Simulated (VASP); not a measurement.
# Sn (P6_3/mmc) in VASP: a series of runs

Sn is run at these levels: BLYP; tasks: single point.

Everything below comes from runs of VASP 6.6.1. Logs are shortened: lines on timing, memory, paths and dates and some standing lists are left out, and cuts for length are marked.

### Step 1. The cell of the first run

It takes space group P6_3/mmc (No. 194, hexagonal). The conventional cell has a = 3.461 Å, b = 3.461 Å, c = 11.395 Å, α = 90.00°, β = 90.00°, γ = 120.00°. Within 4.5 Å of Sn (site symmetry -3m) lie 12 Sn at 3.46 to 3.48 Å. Sn (site symmetry -6m2) has 12 Sn at 3.46 to 3.48 Å within 4.5 Å.

### Step 2. Single point, BLYP (volume scaled by 0.96)

The input, INCAR:

```
SYSTEM = Sn
PREC = Accurate
ENCUT = 520
EDIFF = 1E-6
ISMEAR = -1
SIGMA = 0.1
LREAL = .FALSE.
LASPH = .TRUE.
NELM = 80
ALGO = Normal
ISIF = 2
LWAVE = .FALSE.
LCHARG = .FALSE.
GGA = B5
ALDAX = 1.0
AGGAX = 1.0
AGGAC = 1.0
ALDAC = 0.0
NBANDS = 36
```

The input, KPOINTS:

```
Automatic mesh
0
G
  12 12 3
  0 0 0
```

The input, POSCAR:

```
Sn
1.0
    3.4607771774      0.0000000000      0.0000000000
   -1.7303885887      2.9971209524      0.0000000000
    0.0000000000      0.0000000000     11.3953804452
Sn
4
Direct
    0.0000000000      0.0000000000      1.0000000000
    0.0000000000      0.0000000000      0.5000000000
    0.3333333333      0.6666666667      0.2500000000
    0.6666666667      0.3333333333      0.7500000000
```

Potentials or basis: VASP PAW PBE potentials, release 64 (Sn_d).

Run with:

```
$ cat potpaw_PBE.64/Sn_d/POTCAR > POTCAR
$ mpirun -np 1 vasp_std > vasp.out
```

OUTCAR:

```text
SYSTEM = Sn
   PREC = Accurate
   ENCUT = 520
   EDIFF = 1E-6
   ISMEAR = -1
   LREAL = .FALSE.
   LASPH = .TRUE.
   NELM = 80
   ISIF = 2
   GGA = B5

 ion  position               nearest neighbor table
   1  0.000  0.000  0.000-   3 3.48   4 3.48   3 3.48   4 3.48   4 3.48   3 3.48
   2  0.000  0.000  0.500-   3 3.48   4 3.48   3 3.48   4 3.48   4 3.48   3 3.48
   3  0.333  0.667  0.250-   1 3.48   2 3.48   1 3.48   2 3.48   1 3.48   2 3.48
   4  0.667  0.333  0.750-   1 3.48   2 3.48   1 3.48   2 3.48   1 3.48   2 3.48

  LATTYP: Found a hexagonal cell.
 ALAT       =     3.4607771774
 C/A-ratio  =     3.2927229524

  Lattice vectors:

 A1 = (   3.4607771774,   0.0000000000,   0.0000000000)
 A2 = (  -1.7303885887,   2.9971209524,   0.0000000000)
 A3 = (   0.0000000000,   0.0000000000,  11.3953804452)

Analysis of symmetry for initial positions (statically):
=====================================================================
 Subroutine PRICEL returns:
 Original cell was already a primitive cell.

 Routine SETGRP: Setting up the symmetry group for a
 hexagonal supercell.

 Subroutine GETGRP returns: Found 24 space group operations
 (whereof 12 operations were pure point group operations)
 out of a pool of 24 trial point group operations.

The static configuration has the point symmetry D_3d.
 The point group associated with its full space group is D_6h.

Analysis of symmetry for dynamics (positions and initial velocities):
=====================================================================
 Subroutine PRICEL returns:
 Original cell was already a primitive cell.

 Routine SETGRP: Setting up the symmetry group for a
 hexagonal supercell.

 Subroutine GETGRP returns: Found 24 space group operations
 (whereof 12 operations were pure point group operations)
 out of a pool of 24 trial point group operations.

The dynamic configuration has the point symmetry D_3d.
 The point group associated with its full space group is D_6h.

 Subroutine INISYM returns: Found 24 space group operations
 (whereof 12 operations are pure point group operations),
 and found     1 'primitive' translations

----------------------------------------------------------------------------------------

                                     Primitive cell

  volume of cell :     118.1971

  direct lattice vectors                    reciprocal lattice vectors
[... 83 lines left out ...]
   ISTART =      0    job   : 0-new  1-cont  2-samecut
   ICHARG =      2    charge: 1-file 2-atom 10-const
   ISPIN  =      1    spin polarized calculation?
   LNONCOLLINEAR =      F non collinear calculations
   LSORBIT =      F    spin-orbit coupling
   LASPH  =      T    aspherical Exc in radial PAW
   ENCUT  =  520.0 eV  38.22 Ry    6.18 a.u.   6.43  6.43 21.19*2*pi/ulx,y,z
   NELM   =     80;   NELMIN=  2; NELMDL= -5     # of ELM steps
   EDIFF  = 0.1E-05   stopping-criterion for ELM
   LREAL  =      F    real-space projection
   EDIFFG = 0.1E-04   stopping-criterion for IOM
   NSW    =      0    number of steps for IOM
   IBRION =     -1    ionic relax: 0-MD 1-quasi-New 2-CG
   NFREE  =      0    steps in history (QN), initial steepest desc. (CG)
   ISIF   =      2    stress and relaxation
   ISYM   =      2    0-nonsym 1-usesym 2-fastsym
   POTIM  = 0.5000    time-step for ionic-motion
   TEBEG  =    0.0;   TEEND  =   0.0 temperature during run
   PSTRESS=    0.0 pullay stress
   NELECT =      56.0000    total number of electrons
   NUPDOWN=      -1.0000    fix difference up-down
   EMIN   =  10.00;   EMAX   =-10.00  energy-range for DOS
   EFERMI =   0.00;   METHOD = LEGACY
   ISMEAR =    -1;   SIGMA  =   0.10  broadening in eV -4-tet -1-fermi 0-gaus
   EFERMI_NEDOS =   21; number of points for ismear=-14 and -15
   IALGO  =     38    algorithm
   IMIX   =      4    mixing-type and parameters
     AMIX     =   0.40;   BMIX     =  1.00
     AMIX_MAG =   1.60;   BMIX_MAG =  1.00
  volume/ion in A,a.u.               =      29.55       199.41
  Fermi-wavevector in a.u.,A,eV,Ry     =   1.276249  2.411760 22.161310  1.628810
  Thomas-Fermi vector in A             =   2.408915
   LORBIT       =      0    0 simple, 1 ext, 2 COOP (PROOUT), +10 PAW based schemes
   GGA     = B5    functional components
   LHFCALC =     F    Hartree Fock is set to
   AEXX    =    0.0000 exact exchange contribution
   IVDW    =     0    specifies the selected vdW correction
   LEPSILON=     F    determine dielectric tensor
   LRPA    =     F    only Hartree local field effects (RPA)
 non-spin polarized calculation
  energy-cutoff  :      520.00
  volume of cell :      118.20
 maximum number of plane-waves:      3221
 NGX is ok and might be reduce to    28
   NGX = 13   NGY = 13   NGZ = 43

 number of electron      56.0000022 magnetization

 Free energy of the ion-electron system (eV)
  ---------------------------------------------------
  ext. energy  EPLUGINS =         0.00000000
  ---------------------------------------------------
  free energy    TOTEN  =       -11.83612393 eV

  energy without entropy =      -11.75660132  energy(sigma->0) =      -11.79636262

 E-fermi :   7.6080     XC(G=0):  -9.3691

 val. band max:        7.5660841397   @ k =   0.2500   0.1667   0.0000
 cond. band min:       7.6291687761   @ k =   0.4167   0.1667   0.0000
 fundamental gap:      0.0630846364
 Fermi energy:         7.6080428873

 k-point     1 :       0.0000    0.0000    0.0000
  band No.  band energies     occupation
      1     -13.8940      2.00000
      2     -13.8922      2.00000
      3     -13.8851      2.00000
      4     -13.8851      2.00000
      5     -13.8806      2.00000
      6     -13.8806      2.00000
[... 925 lines left out ...]
     35      12.0647      0.00000
     36      12.8504      0.00000

 [... further k-points ...]
[... 5 lines left out ...]
  --------------------------------------------------------------------------------------
  -------------------------------------------------------------------------------------
  Total        1.3188088      1.3188088      1.0095091      0.0000000     -0.0000000      0.0000000
  in kB       17.8766311     17.8766311     13.6840321      0.0000000     -0.0000000      0.0000000
  external PRESSURE =      16.4790981 kB  Pullay stress =       0.0000000 kB

 VOLUME and BASIS-vectors are now :
 -----------------------------------------------------------------------------
  energy-cutoff  :      520.00
  volume of cell :      118.20
      direct lattice vectors                 reciprocal lattice vectors
     3.460777177  0.000000000  0.000000000     0.288952437  0.166826767  0.000000000
    -1.730388589  2.997120952  0.000000000     0.000000000  0.333653535  0.000000000
     0.000000000  0.000000000 11.395380445     0.000000000  0.000000000  0.087754859

 POSITION                                       TOTAL-FORCE (eV/Angst)
 -----------------------------------------------------------------------------------
      0.00000      0.00000      0.00000        -0.000000      0.000000      0.000000
      0.00000      0.00000      5.69769        -0.000000      0.000000      0.000000
     -0.00000      1.99808      2.84885         0.000000     -0.000000     -0.000000
      1.73039      0.99904      8.54654        -0.000000      0.000000     -0.000000
 -----------------------------------------------------------------------------------
    total drift:                                0.000000     -0.000000      0.000000

  FREE ENERGIE OF THE ION-ELECTRON SYSTEM (eV)
  ---------------------------------------------------
  free  energy   TOTEN  =       -11.8361239330 eV

  energy  without entropy=      -11.7566013151  energy(sigma->0) =      -11.79636262
```

stdout:

```text
POSCAR found type information on POSCAR Sn
 POSCAR found :  1 types and       4 ions
 scaLAPACK will be used
 -----------------------------------------------------------------------------
|                                                                             |
|                                                                             |
|     You enforced a specific xc type in the INCAR file but a different       |
|     I HOPE YOU KNOW WHAT YOU ARE DOING!                                     |
|                                                                             |
 -----------------------------------------------------------------------------

 LDA part: xc-table for (Slater(with rela. corr.)+VWN5), standard interpolation
 POSCAR, INCAR and KPOINTS ok, starting setup
 FFT: planning ... GRIDC
 FFT: planning ... GRID_SOFT
 FFT: planning ... GRID
 WAVECAR not read
 entering main loop
```

It took 76 s on 1 thread of Intel Xeon 6975P-C (Granite Rapids), shared host; peak memory 0.29 GiB.

Results:

```
Free energy            : -11.8361 eV
Pressure               : 1.6 GPa
Band gap on the k mesh : zero (band 28 reaches 12.90 eV, above the bottom of band 29 at 5.46 eV)
```

Stress tensor (GPa, compression positive):
```
1.79 0.00 0.00
0.00 1.79 0.00
0.00 0.00 1.37
```

Caveat: the cell differs from its parent crystal (volume scaled by 0.96); the PAW data sets were made with another functional, which shifts forces and pressure a little; spin-orbit coupling is left out, which moves the levels of the heavy elements.

### Step 3. Single point, BLYP

This run uses another cell than the first one, of 30.78 Å³/atom, 1.042 times its volume.

The input, INCAR:

```
PREC     = Accurate       # precision mode
ENCUT    = 520            # plane-wave cutoff, eV
EDIFF    = 1E-6           # SCF threshold, eV
ISMEAR   = -1             # smearing method
SIGMA    = 0.1            # smearing width, eV
LREAL    = F              # projectors in reciprocal space
LASPH    = T              # aspherical terms in the spheres
NELM     = 100            # most SCF steps
ALGO     = Normal         # electronic algorithm
ISIF     = 2              # what is computed and relaxed
LWAVE    = F              # write WAVECAR
LCHARG   = F              # write CHGCAR
GGA      = B5             # functional
ALDAX    = 1.0          
AGGAX    = 1.0          
AGGAC    = 1.0          
ALDAC    = 0.0          
NBANDS   = 36             # bands
```

The input, KPOINTS:

```
regular mesh
0
Gamma
  12 12 3
```

The input, POSCAR:

```
Sn
1.0
    3.5081909757      0.0000000000      0.0000000000
   -1.7540954879      3.0381825063      0.0000000000
    0.0000000000      0.0000000000     11.5515009474
Sn
4
Direct
    0.0000000000      0.0000000000      1.0000000000
    0.0000000000      0.0000000000      0.5000000000
    0.3333333333      0.6666666667      0.2500000000
    0.6666666667      0.3333333333      0.7500000000
```

Potentials or basis: VASP PAW PBE potentials, release 64 (Sn_d).

Run with:

```
$ cat potpaw_PBE.64/Sn_d/POTCAR > POTCAR
$ mpirun -np 1 vasp_std > vasp.out
```

OUTCAR:

```text
PREC = Accurate
   ENCUT = 520
   EDIFF = 1E-6
   ISMEAR = -1
   LREAL = F
   LASPH = T
   NELM = 100
   ISIF = 2
   GGA = B5

 ion  position               nearest neighbor table
   1  0.000  0.000  0.000-   3 3.53   4 3.53   4 3.53   3 3.53   4 3.53   3 3.53
   2  0.000  0.000  0.500-   3 3.53   4 3.53   4 3.53   3 3.53   4 3.53   3 3.53
   3  0.333  0.667  0.250-   1 3.53   2 3.53   1 3.53   2 3.53   1 3.53   2 3.53
   4  0.667  0.333  0.750-   1 3.53   2 3.53   1 3.53   2 3.53   1 3.53   2 3.53

  LATTYP: Found a hexagonal cell.
 ALAT       =     3.5081909757
 C/A-ratio  =     3.2927229525

  Lattice vectors:

 A1 = (   3.5081909757,   0.0000000000,   0.0000000000)
 A2 = (  -1.7540954879,   3.0381825063,   0.0000000000)
 A3 = (   0.0000000000,   0.0000000000,  11.5515009474)

Analysis of symmetry for initial positions (statically):
=====================================================================
 Subroutine PRICEL returns:
 Original cell was already a primitive cell.

 Routine SETGRP: Setting up the symmetry group for a
 hexagonal supercell.

[... 170 lines left out ...]
  energy without entropy =      -11.78149345  energy(sigma->0) =      -11.82272277

 E-fermi :   7.1609     XC(G=0):  -9.1869

 val. band max:        7.1048848823   @ k =   0.4167   0.1667   0.0000
 cond. band min:       7.1826800464   @ k =   0.2500  -0.0000   0.3333
 fundamental gap:      0.0777951640
 Fermi energy:         7.1609159126

 k-point     1 :       0.0000    0.0000    0.0000
  band No.  band energies     occupation
      1     -14.3321      2.00000
      2     -14.3300      2.00000
      3     -14.3242      2.00000
      4     -14.3242      2.00000
      5     -14.3207      2.00000
      6     -14.3207      2.00000
[... 925 lines left out ...]
     35      11.4360      0.00000
     36      12.1733      0.00000

 [... further k-points ...]

------------------------ aborting loop because EDIFF is reached ----------------------------------------

  FORCE on cell =-STRESS in cart. coord.  units (eV):
  Direction    XX          YY          ZZ          XY          YZ          ZX
  --------------------------------------------------------------------------------------
  -------------------------------------------------------------------------------------
  Total        0.1381115      0.1381115     -0.0832447     -0.0000000      0.0000000     -0.0000000
  in kB        1.7972354      1.7972354     -1.0832575     -0.0000000      0.0000000     -0.0000000
  external PRESSURE =       0.8370711 kB  Pullay stress =       0.0000000 kB

 VOLUME and BASIS-vectors are now :
 -----------------------------------------------------------------------------
  energy-cutoff  :      520.00
  volume of cell :      123.12
      direct lattice vectors                 reciprocal lattice vectors
     3.508190976  0.000000000  0.000000000     0.285047196  0.164572075  0.000000000
    -1.754095488  3.038182506  0.000000000     0.000000000  0.329144150  0.000000000
     0.000000000  0.000000000 11.551500947     0.000000000  0.000000000  0.086568837

 POSITION                                       TOTAL-FORCE (eV/Angst)
 -----------------------------------------------------------------------------------
      0.00000      0.00000      0.00000         0.000000      0.000000     -0.000000
      0.00000      0.00000      5.77575         0.000000      0.000000     -0.000000
     -0.00000      2.02546      2.88788        -0.000000      0.000000      0.000000
      1.75410      1.01273      8.66363         0.000000     -0.000000     -0.000000
 -----------------------------------------------------------------------------------
    total drift:                                0.000000     -0.000000      0.000000

  FREE ENERGIE OF THE ION-ELECTRON SYSTEM (eV)
  ---------------------------------------------------
  free  energy   TOTEN  =       -11.8639520897 eV

  energy  without entropy=      -11.7814934475  energy(sigma->0) =      -11.82272277
```

OSZICAR:

```text
N       E                     dE             d eps       ncg     rms          rms(c)
DAV:   1     0.557224619229E+03    0.55722E+03   -0.28286E+04  2768   0.235E+03
DAV:   2     0.640232034419E+02   -0.49320E+03   -0.48624E+03  2736   0.581E+02
DAV:   3    -0.818341615562E+01   -0.72207E+02   -0.70989E+02  3180   0.194E+02
DAV:   4    -0.117780852526E+02   -0.35947E+01   -0.35700E+01  3068   0.459E+01
DAV:   5    -0.119064267477E+02   -0.12834E+00   -0.12832E+00  3680   0.864E+00    0.199E+00
DAV:   6    -0.118702930850E+02    0.36134E-01   -0.98289E-02  3424   0.317E+00    0.954E-01
DAV:   7    -0.118638351697E+02    0.64579E-02   -0.37336E-02  3360   0.189E+00    0.180E-01
DAV:   8    -0.118639206219E+02   -0.85452E-04   -0.28934E-03  2920   0.742E-01    0.501E-02
DAV:   9    -0.118639537653E+02   -0.33143E-04   -0.44274E-04  3352   0.345E-01    0.194E-02
DAV:  10    -0.118639512424E+02    0.25229E-05   -0.67822E-05  3624   0.789E-02    0.776E-03
DAV:  11    -0.118639511895E+02    0.52946E-07   -0.17716E-05  3012   0.625E-02    0.229E-03
DAV:  12    -0.118639520897E+02   -0.90023E-06   -0.21890E-06  1420   0.196E-02
   1 F= -.11863952E+02 E0= -.11822723E+02  d E =-.824586E-01
```

stdout:

```text
POSCAR found type information on POSCAR Sn
 POSCAR found :  1 types and       4 ions
 scaLAPACK will be used
 -----------------------------------------------------------------------------
|                                                                             |
|                                                                             |
|     You enforced a specific xc type in the INCAR file but a different       |
|     I HOPE YOU KNOW WHAT YOU ARE DOING!                                     |
|                                                                             |
 -----------------------------------------------------------------------------

 LDA part: xc-table for (Slater(with rela. corr.)+VWN5), standard interpolation
 POSCAR, INCAR and KPOINTS ok, starting setup
 FFT: planning ... GRIDC
 FFT: planning ... GRID_SOFT
 FFT: planning ... GRID
 WAVECAR not read
 entering main loop
```

Wall time 77 s (1 thread of Intel Xeon 6975P-C (Granite Rapids), shared host); peak memory 0.31 GiB.

Results:

```
Free energy            : -11.8640 eV
Pressure               : 0.1 GPa
Band gap on the k mesh : zero (band 28 reaches 12.22 eV, above the bottom of band 29 at 5.12 eV)
```

Stress tensor (GPa, compression positive):
```
 0.18  0.00  0.00
 0.00  0.18  0.00
 0.00  0.00 -0.11
```

Caveat: the PAW data sets were made with another functional, which shifts forces and pressure a little; spin-orbit coupling is left out, which moves the levels of the heavy elements.
